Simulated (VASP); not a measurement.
# SrTl2Pd2 (I4/mmm) in VASP: notebook

The runs below take SrTl2Pd2 through single point, with PBE.

All numbers are computed with VASP 6.6.1; they aren't measurements. Logs are shortened: lines on timing, memory, paths and dates and some standing lists are left out, and cuts for length are marked.

## (1) The cell of the first run

It takes space group I4/mmm (No. 139, tetragonal). Conventional cell: a = 4.466 Å, b = 4.466 Å, c = 11.718 Å, α = 90.00°, β = 90.00°, γ = 90.00°. Sr (site symmetry 4/mmm) has 10 Pd at 3.49 to 4.38 Å and 8 Tl at 3.68 Å and 4 Sr at 4.47 Å within 4.6 Å. Within 3.5 Å of Tl (site symmetry -4m2) lie 4 Pd at 2.66 Å and 4 Tl at 3.16 Å. Pd (site symmetry 4mm) has 4 Tl at 2.66 Å and 1 Pd at 2.95 Å and 4 Sr at 3.49 Å within 3.5 Å.

## (2) Single point, PBE

The input, INCAR:

```
ALGO     = Fast           # electronic algorithm
EDIFF    = 1E-6           # SCF threshold, eV
ENCUT    = 520            # plane-wave cutoff, eV
GGA      = PE             # functional
ISIF     = 2              # what is computed and relaxed
ISMEAR   = 0              # smearing method
LASPH    = True           # aspherical terms in the spheres
LCHARG   = False          # write CHGCAR
LREAL    = False          # projectors in reciprocal space
LWAVE    = False          # write WAVECAR
NBANDS   = 36             # bands
NELM     = 100            # most SCF steps
PREC     = Accurate       # precision mode
SIGMA    = 0.1            # smearing width, eV
```

The input, KPOINTS:

```
k-points
0
Gamma
  6 6 6
```

The input, POSCAR:

```
SrTl2Pd2
1.0
   -2.2329884919      2.2329884919      5.8588311917
    2.2329884919     -2.2329884919      5.8588311917
    2.2329884919      2.2329884919     -5.8588311917
Sr Tl Pd
1 2 2
Direct
    0.0000000000      0.0000000000      0.0000000000
    0.2500000000      0.7500000000      0.5000000000
    0.7500000000      0.2500000000      0.5000000000
    0.6260000000      0.6260000000      0.0000000000
    0.3740000000      0.3740000000      0.0000000000
```

Potentials or basis: VASP PAW PBE potentials, release 64 (Sr_sv, Tl_d, Pd).

Run with:

```sh
cat potpaw_PBE.64/Sr_sv/POTCAR potpaw_PBE.64/Tl_d/POTCAR potpaw_PBE.64/Pd/POTCAR > POTCAR
mpirun -np 1 vasp_std > vasp.out
```

OUTCAR:

```text
EDIFF = 1E-6
   ENCUT = 520
   GGA = PE
   ISIF = 2
   ISMEAR = 0
   LASPH = True
   LREAL = False
   NELM = 100
   PREC = Accurate

 ion  position               nearest neighbor table
   1  0.000  0.000  0.000-   4 3.49   4 3.49   4 3.49   5 3.49   4 3.49   5 3.49   5 3.49   5 3.49
                             3 3.68   3 3.68   2 3.68   2 3.68   2 3.68   3 3.68   2 3.68   3 3.68
   2  0.250  0.750  0.500-   5 2.66   4 2.66   5 2.66   4 2.66   3 3.16   3 3.16   3 3.16   3 3.16
                             1 3.68   1 3.68   1 3.68   1 3.68
   3  0.750  0.250  0.500-   5 2.66   4 2.66   5 2.66   4 2.66   2 3.16   2 3.16   2 3.16   2 3.16
                             1 3.68   1 3.68   1 3.68   1 3.68
   4  0.626  0.626  0.000-   2 2.66   3 2.66   2 2.66   3 2.66   5 2.95   1 3.49   1 3.49   1 3.49
                             1 3.49
   5  0.374  0.374  0.000-   2 2.66   3 2.66   2 2.66   3 2.66   4 2.95   1 3.49   1 3.49   1 3.49
                             1 3.49

  LATTYP: Found a body centered tetragonal cell.
 ALAT       =     4.4659769838
 C/A-ratio  =     2.6237623763

  Lattice vectors:

 A1 = (  -2.2329884919,   2.2329884919,   5.8588311917)
 A2 = (   2.2329884919,  -2.2329884919,   5.8588311917)
 A3 = (   2.2329884919,   2.2329884919,  -5.8588311917)

Analysis of symmetry for initial positions (statically):
=====================================================================
 Subroutine PRICEL returns:
 Original cell was already a primitive cell.

 Routine SETGRP: Setting up the symmetry group for a
 body centered tetragonal supercell.

 Subroutine GETGRP returns: Found 16 space group operations
 (whereof 16 operations were pure point group operations)
 out of a pool of 16 trial point group operations.

The static configuration has the point symmetry D_4h.

Analysis of symmetry for dynamics (positions and initial velocities):
=====================================================================
 Subroutine PRICEL returns:
 Original cell was already a primitive cell.

 Routine SETGRP: Setting up the symmetry group for a
 body centered tetragonal supercell.

 Subroutine GETGRP returns: Found 16 space group operations
 (whereof 16 operations were pure point group operations)
 out of a pool of 16 trial point group operations.

The dynamic configuration has the point symmetry D_4h.

 Subroutine INISYM returns: Found 16 space group operations
 (whereof 16 operations are pure point group operations),
 and found     1 'primitive' translations

----------------------------------------------------------------------------------------

                                     Primitive cell

  volume of cell :     116.8541

  direct lattice vectors                    reciprocal lattice vectors
    -2.232988492  2.232988492  5.858831192     0.000000000  0.223915171  0.085341254
     2.232988492 -2.232988492  5.858831192     0.223915171  0.000000000  0.085341254
     2.232988492  2.232988492 -5.858831192     0.223915171  0.223915171  0.000000000

  length of vectors
     6.655702678  6.655702678  6.655702678     0.239627072  0.239627072  0.316663872

  position of ions in fractional coordinates (direct lattice)
     0.000000000  0.000000000  0.000000000
     0.250000000  0.750000000  0.500000000
     0.750000000  0.250000000  0.500000000
     0.626000000  0.626000000  0.000000000
     0.374000000  0.374000000  0.000000000

  ion indices of the primitive-cell ions
   primitive index   ion index
                 1           1
                 2           2
                 3           3
                 4           4
                 5           5

----------------------------------------------------------------------------------------

 KPOINTS: k-points

Automatic generation of k-mesh.
 Grid dimensions read from file:
 generate k-points for:    6    6    6

 Generating k-lattice:

  Cartesian coordinates                     Fractional coordinates (reciprocal lattice)
     0.000000000  0.037319195  0.014223542     0.166666667  0.000000000 -0.000000000
     0.037319195  0.000000000  0.014223542     0.000000000  0.166666667 -0.000000000
     0.037319195  0.037319195  0.000000000     0.000000000  0.000000000  0.166666667

  Length of vectors
     0.039937845  0.039937845  0.052777312

  Shift w.r.t. Gamma in fractional coordinates (k-lattice)
     0.000000000  0.000000000  0.000000000

 Subroutine IBZKPT returns following result:
 ===========================================

 Found     30 irreducible k-points:

 Following reciprocal coordinates:
            Coordinates               Weight
  0.000000  0.000000  0.000000      1.000000
  0.166667 -0.000000  0.000000      8.000000
  0.333333 -0.000000  0.000000      8.000000
  0.500000 -0.000000  0.000000      4.000000
  0.166667  0.166667  0.000000      8.000000
  0.333333  0.166667  0.000000     16.000000
[... 16 lines left out ...]
 -0.333333 -0.333333  0.166667      8.000000
 -0.166667 -0.333333  0.166667      8.000000
 [... further k-points ...]
   k-points           NKPTS =     30   k-points in BZ     NKDIM =     30   number of bands    NBANDS=     36
   number of dos      NEDOS =    301   number of ions     NIONS =      5
   total plane-waves  NPLWV = 125000
   dimension x,y,z NGX =    50 NGY =   50 NGZ =   50
   dimension x,y,z NGXF=   100 NGYF=  100 NGZF=  100
   ions per type =               1   2   2
   NGX,Y,Z   is equivalent  to a cutoff of  12.49, 12.49, 12.49 a.u.
   NGXF,Y,Z  is equivalent  to a cutoff of  24.98, 24.98, 24.98 a.u.
 SYSTEM =  unknown system
   PREC   = accura    normal or accurate (medium, high low for compatibility)
   ISTART =      0    job   : 0-new  1-cont  2-samecut
   ICHARG =      2    charge: 1-file 2-atom 10-const
   ISPIN  =      1    spin polarized calculation?
   LNONCOLLINEAR =      F non collinear calculations
   LSORBIT =      F    spin-orbit coupling
   LASPH  =      T    aspherical Exc in radial PAW
   ENCUT  =  520.0 eV  38.22 Ry    6.18 a.u.  12.38 12.38 12.38*2*pi/ulx,y,z
   NELM   =    100;   NELMIN=  2; NELMDL= -5     # of ELM steps
   EDIFF  = 0.1E-05   stopping-criterion for ELM
   LREAL  =      F    real-space projection
   EDIFFG = 0.1E-04   stopping-criterion for IOM
   NSW    =      0    number of steps for IOM
   IBRION =     -1    ionic relax: 0-MD 1-quasi-New 2-CG
   NFREE  =      0    steps in history (QN), initial steepest desc. (CG)
   ISIF   =      2    stress and relaxation
   ISYM   =      2    0-nonsym 1-usesym 2-fastsym
   POTIM  = 0.5000    time-step for ionic-motion
   TEBEG  =    0.0;   TEEND  =   0.0 temperature during run
   PSTRESS=    0.0 pullay stress
   NELECT =      56.0000    total number of electrons
   NUPDOWN=      -1.0000    fix difference up-down
   EMIN   =  10.00;   EMAX   =-10.00  energy-range for DOS
   EFERMI =   0.00;   METHOD = LEGACY
   ISMEAR =     0;   SIGMA  =   0.10  broadening in eV -4-tet -1-fermi 0-gaus
   EFERMI_NEDOS =   21; number of points for ismear=-14 and -15
   IALGO  =     68    algorithm
   IMIX   =      4    mixing-type and parameters
     AMIX     =   0.40;   BMIX     =  1.00
     AMIX_MAG =   1.60;   BMIX_MAG =  1.00
  volume/ion in A,a.u.               =      23.37       157.71
  Fermi-wavevector in a.u.,A,eV,Ry     =   1.281119  2.420964 22.330784  1.641266
  Thomas-Fermi vector in A             =   2.413508
   LORBIT       =      0    0 simple, 1 ext, 2 COOP (PROOUT), +10 PAW based schemes
   GGA     = PE    functional components
   LHFCALC =     F    Hartree Fock is set to
   AEXX    =    0.0000 exact exchange contribution
   IVDW    =     0    specifies the selected vdW correction
   LEPSILON=     F    determine dielectric tensor
   LRPA    =     F    only Hartree local field effects (RPA)
 non-spin polarized calculation
 RMM-DIIS sequential band-by-band and
 Gauss-broadening in eV      SIGMA  =   0.10
  energy-cutoff  :      520.00
  volume of cell :      116.85
 maximum number of plane-waves:      3170
 NGX is ok and might be reduce to    50
   NGX = 25   NGY = 25   NGZ = 25

 number of electron      56.0000002 magnetization

 Free energy of the ion-electron system (eV)
  ---------------------------------------------------
  ext. energy  EPLUGINS =         0.00000000
  ---------------------------------------------------
  free energy    TOTEN  =       -17.69915917 eV

  energy without entropy =      -17.68518943  energy(sigma->0) =      -17.69217430

 E-fermi :   6.7928     XC(G=0): -10.6655

 val. band max:        6.7849273312   @ k =   0.5000   0.3333   0.0000
 cond. band min:       6.8356030507   @ k =  -0.1667   0.3333   0.1667
 fundamental gap:      0.0506757195
 Fermi energy:         6.7928022953

 k-point     1 :       0.0000    0.0000    0.0000
  band No.  band energies     occupation
      1     -28.8380      2.00000
      2     -10.9459      2.00000
      3     -10.7865      2.00000
      4     -10.7865      2.00000
      5      -5.6050      2.00000
      6      -5.4178      2.00000
[... 28 lines left out ...]
     35      11.8749      0.00000
     36      11.9053      0.00000

 k-point     2 :       0.1667   -0.0000    0.0000
  band No.  band energies     occupation
      1     -28.8373      2.00000
      2     -10.9444      2.00000
      3     -10.8064      2.00000
      4     -10.7851      2.00000
      5      -5.5251      2.00000
      6      -5.3582      2.00000
[... 28 lines left out ...]
     35      11.7409      0.00000
     36      12.2266      0.00000

 k-point     3 :       0.3333   -0.0000    0.0000
  band No.  band energies     occupation
      1     -28.8359      2.00000
      2     -10.9410      2.00000
      3     -10.8456      2.00000
      4     -10.7824      2.00000
      5      -5.2960      2.00000
      6      -5.1969      2.00000
[... 28 lines left out ...]
     35      11.6495      0.00000
     36      11.6678      0.00000

 k-point     4 :       0.5000   -0.0000    0.0000
  band No.  band energies     occupation
      1     -28.8352      2.00000
      2     -10.9391      2.00000
      3     -10.8648      2.00000
      4     -10.7811      2.00000
      5      -4.9851      2.00000
      6      -4.9844      2.00000
[... 28 lines left out ...]
     35      10.9109      0.00000
     36      11.6874      0.00000

 k-point     5 :       0.1667    0.1667    0.0000
  band No.  band energies     occupation
      1     -28.8366      2.00000
      2     -10.9438      2.00000
      3     -10.8062      2.00000
      4     -10.8028      2.00000
      5      -5.4965      2.00000
      6      -5.3052      2.00000
[... 655 lines left out ...]
 k-point    22 :      -0.1667    0.5000    0.1667
  band No.  band energies     occupation
      1     -28.8359      2.00000
      2     -10.9436      2.00000
      3     -10.8451      2.00000
      4     -10.7821      2.00000
      5      -5.2961      2.00000
      6      -5.2016      2.00000
[... 28 lines left out ...]
     35      11.3748      0.00000
     36      11.8290      0.00000

 k-point    23 :      -0.3333   -0.3333    0.1667
  band No.  band energies     occupation
      1     -28.8366      2.00000
      2     -10.9479      2.00000
      3     -10.8050      2.00000
      4     -10.8029      2.00000
      5      -5.4962      2.00000
      6      -5.3107      2.00000
[... 28 lines left out ...]
     35      11.6395      0.00000
     36      12.0539      0.00000

 k-point    24 :      -0.1667   -0.3333    0.1667
  band No.  band energies     occupation
      1     -28.8373      2.00000
      2     -10.9487      2.00000
      3     -10.8059      2.00000
      4     -10.7847      2.00000
      5      -5.5249      2.00000
      6      -5.3634      2.00000
[... 28 lines left out ...]
     35      11.7577      0.00000
     36      12.3261      0.00000

 [... further k-points ...]

------------------------ aborting loop because EDIFF is reached ----------------------------------------

  FORCE on cell =-STRESS in cart. coord.  units (eV):
  Direction    XX          YY          ZZ          XY          YZ          ZX
  --------------------------------------------------------------------------------------
  -------------------------------------------------------------------------------------
  Total        7.7268018      7.7268018      3.8584676      0.0000000     -0.0000000      0.0000000
  in kB      105.9415706    105.9415706     52.9031457      0.0000000     -0.0000000      0.0000000
  external PRESSURE =      88.2620957 kB  Pullay stress =       0.0000000 kB

 VOLUME and BASIS-vectors are now :
 -----------------------------------------------------------------------------
  energy-cutoff  :      520.00
  volume of cell :      116.85
      direct lattice vectors                 reciprocal lattice vectors
    -2.232988492  2.232988492  5.858831192     0.000000000  0.223915171  0.085341254
     2.232988492 -2.232988492  5.858831192     0.223915171  0.000000000  0.085341254
     2.232988492  2.232988492 -5.858831192     0.223915171  0.223915171  0.000000000

 POSITION                                       TOTAL-FORCE (eV/Angst)
 -----------------------------------------------------------------------------------
      0.00000      0.00000      0.00000        -0.000000     -0.000000     -0.000000
      2.23299      0.00000      2.92942        -0.000000     -0.000000     -0.000000
      0.00000      2.23299      2.92942        -0.000000     -0.000000      0.000000
      0.00000      0.00000      7.33526         0.000000      0.000000     -1.989420
      0.00000      0.00000      4.38241        -0.000000     -0.000000      1.989420
 -----------------------------------------------------------------------------------
    total drift:                               -0.000000     -0.000000      0.000000

  FREE ENERGIE OF THE ION-ELECTRON SYSTEM (eV)
  ---------------------------------------------------
  free  energy   TOTEN  =       -17.6991591740 eV

  energy  without entropy=      -17.6851894292  energy(sigma->0) =      -17.69217430
```

It took 5.1 min on 1 thread of AMD EPYC 7R43 (Zen 3), shared host; peak memory 0.39 GiB.

Results:

```
Free energy            : -17.6992 eV
Pressure               : 8.8 GPa
Largest force          : 1.989 eV/Å
Band gap on the k mesh : zero (band 28 reaches 7.74 eV, above the bottom of band 29 at 6.22 eV)
```

Forces on the atoms (eV/Å):
```
Sr   0.000  0.000  0.000
Tl   0.000  0.000  0.000
Tl   0.000  0.000  0.000
Pd   0.000  0.000 -1.989
Pd   0.000  0.000  1.989
```

Stress tensor (GPa, compression positive):
```
10.59  0.00  0.00
 0.00 10.59  0.00
 0.00  0.00  5.29
```

Levels at points of the mesh, in eV from the Fermi level:
```
           k point  band 25  band 26  band 27  band 28  band 29  band 30  band 31  band 32
(0.00, 0.00, 0.00)    -2.60    -1.46    -0.28     0.47     0.54     0.54     2.33     4.31
(0.50, 0.00, 0.00)    -2.24    -2.06    -1.06    -0.64     1.73     2.40     2.74     3.43
(0.50, 0.50, 0.00)    -2.18    -1.97    -1.67    -1.51    -0.41    -0.39    -0.13     4.23
(0.50, 0.50, 0.50)    -2.29    -2.04     0.27     0.27     0.43     2.02     2.77     3.43
```

Caveat: spin-orbit coupling is left out, which moves the levels of the heavy elements; forces of over 1 eV/Å act on the atoms, so gaps and moduli don't describe the material at rest.

## (3) Single point, PBE

This run uses another cell than the first one, of 25.53 Å³/atom, 1.092 times its volume.

The input, INCAR:

```
SYSTEM = SrTl2Pd2
PREC     = Accurate       ! precision mode
ENCUT    = 520            ! plane-wave cutoff, eV
EDIFF    = 1E-6           ! SCF threshold, eV
ISMEAR   = 0              ! smearing method
SIGMA    = 0.1            ! smearing width, eV
LREAL    = .False.        ! projectors in reciprocal space
LASPH    = .True.         ! aspherical terms in the spheres
NELM     = 60             ! most SCF steps
ALGO     = Fast           ! electronic algorithm
ISIF     = 2              ! what is computed and relaxed
LWAVE    = .False.        ! write WAVECAR
LCHARG   = .True.         ! write CHGCAR
GGA      = PE             ! functional
LELF     = .True.         ! ELF
LVHAR    = .True.       
NBANDS   = 36             ! bands
```

The input, KPOINTS:

```
Automatic mesh
0
Gamma
  6 6 6
  0 0 0
```

The input, POSCAR:

```
SrTl2Pd2
1.0
   -2.3046234986      2.3046234986      6.0073612938
    2.3046234986     -2.3046234986      6.0073612938
    2.3046234986      2.3046234986     -6.0073612938
Sr Tl Pd
1 2 2
Direct
    0.0000000000      0.0000000000      0.0000000000
    0.2500000000      0.7500000000      0.5000000000
    0.7500000000      0.2500000000      0.5000000000
    0.6099455334      0.6099455334      0.0000000000
    0.3900544666      0.3900544666      0.0000000000
```

Potentials or basis: VASP PAW PBE potentials, release 64 (Sr_sv, Tl_d, Pd).

Run with:

```sh
cat potpaw_PBE.64/Sr_sv/POTCAR potpaw_PBE.64/Tl_d/POTCAR potpaw_PBE.64/Pd/POTCAR > POTCAR
mpirun -np 1 vasp_std > vasp.out
```

Wall time 6.9 min (1 thread of AMD EPYC 7R43 (Zen 3), shared host); peak memory 0.44 GiB.

The run converged. Its results:

| Item | Value |
| --- | --- |
| Free energy | -18.3312 eV |
| Pressure | 0.0 GPa |
| Largest force | 0.015 eV/Å |
| Band gap on the k mesh | zero (band 28 reaches 6.75 eV, above the bottom of band 29 at 5.34 eV) |

Forces on the atoms (eV/Å):
```
Sr   0.000  0.000  0.000
Tl   0.000  0.000  0.000
Tl   0.000  0.000  0.000
Pd   0.000  0.000  0.015
Pd   0.000  0.000 -0.015
```

Stress tensor (GPa, compression positive):
```
-0.04  0.00  0.00
 0.00 -0.04  0.00
 0.00  0.00  0.21
```

Levels at points of the mesh, in eV from the Fermi level:
| k point | band 24 | band 25 | band 26 | band 27 | band 28 | band 29 | band 30 | band 31 | band 32 | band 33 |
| --- | --- | --- | --- | --- | --- | --- | --- | --- | --- | --- |
| (0.00, 0.00, 0.00) | -2.44 | -2.17 | -1.72 | -0.33 | -0.32 | 0.73 | 0.73 | 2.38 | 4.04 | 4.34 |
| (0.50, 0.00, 0.00) | -1.95 | -1.87 | -1.85 | -0.89 | -0.68 | 1.54 | 2.15 | 2.40 | 2.92 | 2.99 |
| (0.50, 0.50, 0.00) | -2.01 | -1.97 | -1.81 | -1.48 | -1.09 | -0.46 | -0.27 | 0.01 | 3.89 | 3.96 |
| (0.50, 0.50, 0.50) | -1.76 | -1.76 | -1.68 | -0.47 | 0.13 | 0.13 | 1.57 | 2.83 | 3.20 | 3.20 |

Caveat: spin-orbit coupling is left out, which moves the levels of the heavy elements.
